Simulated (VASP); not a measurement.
Set up this calculation in VASP 6.6.1, as the native input.

| Item | Value |
| --- | --- |
| Task | single point |
| Functional | r2SCAN |
| Potentials or basis | VASP PAW PBE potentials, release 64 (Ag, Cl) |
| Cutoff | 520 eV |
| k mesh | 6 × 6 × 6 |
| Occupations | methfessel-paxton, width 0.001 eV |
| Spin | no spin polarisation |
| Dipole correction | no |
| Further INCAR settings | ALGO = Normal; EDIFF = 1e-06; NBANDS = 16 |

Crystal: AgCl.

```xyz
2
Lattice="0.0000 2.9932 2.9932 2.9932 0.0000 2.9932 2.9932 2.9932 0.0000" Properties=species:S:1:pos:R:3 pbc="T T T"
Ag    0.0000    0.0000    0.0000
Cl    1.4966    1.4966    1.4966
```

The input as run:

POSCAR

```
AgCl
1.0
    0.0000000000      2.9932461729      2.9932461729
    2.9932461729      0.0000000000      2.9932461729
    2.9932461729      2.9932461729      0.0000000000
Ag Cl
1 1
Direct
    0.0000000000      0.0000000000      0.0000000000
    0.2500000000      0.2500000000      0.2500000000
```

INCAR.step1

```
PREC = Accurate ; ENCUT = 520
ISMEAR = 1 ; SIGMA = 0.001
LREAL = False ; LASPH = True
NELM = 100 ; NBANDS = 16
GGA = PE ; ALGO = Normal
EDIFF = 1E-4 ; LWAVE = True
LCHARG = False
```

INCAR.step2

```
PREC = Accurate ; ENCUT = 520
EDIFF = 1E-6 ; ISMEAR = 1
SIGMA = 0.001 ; LREAL = False
LASPH = True ; NELM = 100
ALGO = Normal ; ISIF = 2
LWAVE = False ; LCHARG = False
METAGGA = R2SCAN ; LMIXTAU = True
NBANDS = 16 ; ISTART = 1
```

KPOINTS

```
regular mesh
0
Gamma
  6 6 6
```

Potentials or basis: VASP PAW PBE potentials, release 64 (Ag, Cl).

Command:

```console
$ cat potpaw_PBE.64/Ag/POTCAR potpaw_PBE.64/Cl/POTCAR > POTCAR
$ cp INCAR.step1 INCAR
$ mpirun -np 1 vasp_std > vasp.out
$ cp INCAR.step2 INCAR
$ mpirun -np 1 vasp_std > vasp.out
```

It gave:

The pressure is 0.0 GPa and the band gap on the k mesh is 1.60 eV, direct.

Caveat: the PAW data sets were made with another functional, which shifts forces and pressure a little.

It took 55 s on 1 thread of AMD EPYC 7R43 64-Core Processor (Zen 3), on a shared host, peak memory 0.16 GiB.
